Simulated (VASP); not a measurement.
Set up this calculation in VASP 6.6.1, as the native input.

```yaml
Task: electric field gradients
Functional: PBEsol
Potentials_or_basis: VASP PAW PBE potentials, release 64 (Ta_pv, N)
Cutoff: 520 eV
k_mesh: 9 × 9 × 5
Occupations: fermi-dirac, width 0.01 eV
Spin: no spin polarisation
Dipole_correction: no
Further_INCAR_settings: ALGO = Normal; EDIFF = 1e-08; NBANDS = 24
```

The structure of TaN lies in POSCAR:

```
TaN
1.0
    3.0601340589      0.0000000000      0.0000000000
   -1.5300670295      2.6501538341      0.0000000000
    0.0000000000      0.0000000000      4.9564120807
Ta N
2 2
Direct
    0.3333333333      0.6666666667      0.0000000000
    0.6666666667      0.3333333333      0.5000000000
    0.3333333333      0.6666666667      0.3850000000
    0.6666666667      0.3333333333      0.8850000000
```

This cell differs from its parent crystal: volume scaled by 1.01.

These files were run (other wordings do the same):

INCAR

```
ALGO = Normal ; EDIFF = 1E-8
ENCUT = 520 ; GGA = PS
ISIF = 2 ; ISMEAR = -1
LASPH = True ; LCHARG = False
LEFG = True ; LREAL = False
LWAVE = False ; NBANDS = 24
NELM = 80 ; PREC = Accurate
SIGMA = 0.01
```

KPOINTS

```
k-points
0
Gamma
  9 9 5
```

Potentials or basis: VASP PAW PBE potentials, release 64 (Ta_pv, N).

Launch:

```bash
$ cat potpaw_PBE.64/Ta_pv/POTCAR potpaw_PBE.64/N/POTCAR > POTCAR
$ mpirun -np 1 vasp_std > vasp.out
```

Results of the run:

```
Pressure               : 122.4 GPa
Largest force          : 2.294 eV/Å
Band gap on the k mesh : zero (band 16 reaches 10.03 eV, above the bottom of band 17 at 7.84 eV)
```

Caveat: without QUAD_EFG the Cq values of the log hold for a quadrupole moment of 1 mb, not for the nuclei; the PAW data sets were made with another functional, which shifts forces and pressure a little; spin-orbit coupling is left out, which moves the levels of the heavy elements.

Run time: 32 s on 1 thread of AMD EPYC 7R13, with other jobs on the host, peak memory 0.18 GiB.
